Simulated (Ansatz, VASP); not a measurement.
Two plane-wave programs on W2Cl

```
CELL_PARAMETERS angstrom
3.21995 0.00000 0.00000
-1.60998 2.78856 0.00000
0.00000 0.00000 12.26760
ATOMIC_POSITIONS crystal
W 0.33333 0.66667 0.93292
W 0.66667 0.33333 0.43292
W 0.33333 0.66667 0.56708
W 0.66667 0.33333 0.06708
Cl 0.66667 0.33333 0.75000
Cl 0.33333 0.66667 0.25000
```

Change from the starting cell: species swapped into the WSe2 type (P6_3/mmc, No. 194).

Alike in both runs: functional PBE; k mesh 6 × 6 × 2; occupations gaussian, width 0.1 eV; no spin polarisation.

Ansatz relaxed the structure, and its values are those at the end. VASP's run is a single point on that final structure, the one shown.

|  | VASP | Ansatz |
| --- | --- | --- |
| version | VASP 6.6.1 | Ansatz 0.2.0 |
| potentials or method | VASP PAW PBE potentials, release 64 (W_sv, Cl), cutoff 520 eV | scalar-relativistic, plane waves, PAW |
| valence electrons in the cell | 70 | 70 |

VASP gave:

```
gap on the k mesh at the Fermi level (eV) : none
pressure (GPa)                            : 0.4
rms of the force components (eV/Å)        : 0.041
```

Problem. Estimate Ansatz's values.

Solution. gap on the k mesh at the Fermi level (eV): none; pressure (GPa): 0.0; rms of the force components (eV/Å): 0.001.

A gap of «none» marks a metal or a gap that the smearing closes.

The k mesh is coarse, so the values compare programs but aren't converged. Spin-orbit coupling is off throughout.
